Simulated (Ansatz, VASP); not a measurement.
# One calculation of B6Ir, two programs

```
CELL_PARAMETERS angstrom
4.68700 0.00000 0.00000
-2.34350 4.05906 0.00000
0.00000 0.00000 3.24746
ATOMIC_POSITIONS crystal
B 0.20544 0.79456 0.50000
B 0.20544 0.41088 0.50000
B 0.58912 0.79456 0.50000
B 0.79456 0.20544 0.50000
B 0.79456 0.58912 0.50000
B 0.41088 0.20544 0.50000
Ir 0.00000 0.00000 0.00000
```

Alike in both runs: functional PBE; k mesh 12 × 12 × 12; occupations gaussian, width 0.1 eV; no spin polarisation.

Ansatz relaxed the structure, and its values are those at the end. VASP's run is a single point on that final structure, the one shown.

```csv
,VASP,Ansatz
version,VASP 6.6.1,Ansatz 0.2.0
potentials or method,"VASP PAW PBE potentials, release 64 (B, Ir), cutoff 520 eV","scalar-relativistic, plane waves, PAW"
valence electrons in the cell,27,35
```

```csv
,VASP,Ansatz,Ansatz less VASP
gap on the k mesh at the Fermi level (eV),none,none,-
pressure (GPa),0.3,0.0,-0.35
rms of the force components (eV/Å),0.030,0.000,-0.0298
```

A gap of «none» marks a metal or a gap that the smearing closes. VASP's potentials hold 27 valence electrons a cell and Ansatz's 35, so a difference there can come from the potentials and not from the codes.

Neither program's run includes spin-orbit coupling.
